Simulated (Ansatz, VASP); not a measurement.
One calculation of FeSi, two programs

INCAR

```
SYSTEM = FeSi
ALGO = Normal ; EDIFF = 1E-7
ENCUT = 520 ; GGA = PE
ISIF = 2 ; ISMEAR = -1
ISPIN = 2 ; LASPH = .True.
LCHARG = .True. ; LELF = .True.
LMAXMIX = 4 ; LORBIT = 11
LREAL = .False. ; LVHAR = .True.
LWAVE = .False. ; MAGMOM = 3 3 3 3 0 0 0 0
NBANDS = 38 ; NELM = 150
PREC = Accurate ; SIGMA = 0.05
```

File KPOINTS:

```
k-points
0
Gamma
  6 6 6
  0 0 0
```

The input POSCAR:

```
FeSi
1.0
    4.5507000000      0.0000000000      0.0000000000
    0.0000000000      4.5507000000      0.0000000000
    0.0000000000      0.0000000000      4.5507000000
Fe Si
4 4
Direct
    0.8634800000      0.6365200000      0.3634800000
    0.6365200000      0.3634800000      0.8634800000
    0.3634800000      0.8634800000      0.6365200000
    0.1365200000      0.1365200000      0.1365200000
    0.1576000000      0.3424000000      0.6576000000
    0.3424000000      0.6576000000      0.1576000000
    0.6576000000      0.1576000000      0.3424000000
    0.8424000000      0.8424000000      0.8424000000
```

input.yaml

```yaml
crystal:
  lattice:
    - [4.5507, 0.0, 0.0]
    - [0.0, 4.5507, 0.0]
    - [0.0, 0.0, 4.5507]
  atoms:
    - { symbol: Fe, position: [0.86348, 0.63652, 0.36348], spin: 3.0 }
    - { symbol: Fe, position: [0.63652, 0.36348, 0.86348], spin: 3.0 }
    - { symbol: Fe, position: [0.36348, 0.86348, 0.63652], spin: 3.0 }
    - { symbol: Fe, position: [0.13652, 0.13652, 0.13652], spin: 3.0 }
    - { symbol: Si, position: [0.1576, 0.3424, 0.6576] }
    - { symbol: Si, position: [0.3424, 0.6576, 0.1576] }
    - { symbol: Si, position: [0.6576, 0.1576, 0.3424] }
    - { symbol: Si, position: [0.8424, 0.8424, 0.8424] }
kpoints:
  mp_grid: { grid: [6, 6, 6] }
  band_path:
    path:
      - [0.0, 0.0, 0.0]
      - [0.0, 0.5, 0.0]
      - [0.5, 0.5, 0.0]
      - [0.0, 0.0, 0.0]
      - [0.5, 0.5, 0.5]
      - [0.0, 0.5, 0.0]
    npoints: 6
scf:
  occupations: { method: fermi_dirac, width: 0.05 }
hamiltonian:
  xc: pbe
  pseudopotentials: { kind: all_electron, lapw: { basis_error: 0.002 } }
magnetization:
  spin_polarized: true
output:
  forces: true
  stress: true
  eigenvalues: true
```

Alike in both runs: functional PBE; k mesh 6 × 6 × 6; occupations fermi-dirac, width 0.05 eV; collinear spin.

```csv
,VASP,Ansatz
version,VASP 6.6.1,Ansatz 0.2.0
potentials or method,"VASP PAW PBE potentials, release 64 (Fe, Si), cutoff 520 eV","all-electron LAPW, scalar-relativistic"
task,single point,band structure
```

```tsv
	VASP	Ansatz	Ansatz less VASP
gap on the k mesh at the Fermi level (eV)	none	none	-
pressure (GPa)	-10.3	-10.4	-0.05
rms of the force components (eV/Å)	0.040	0.042	+0.0023
net moment per atom (μB)	0.47	0.47	+0.003
size of the moment on the site where the two differ most (μB)	1.03	1.05	+0.020
```

Site moments also hang on the region over which each program counts them. Atom by atom the forces differ by 0.007 eV/Å (rms over components). A gap of «none» marks a metal or a gap that the smearing closes. Ansatz ran all-electron here, and VASP with PAW potentials.
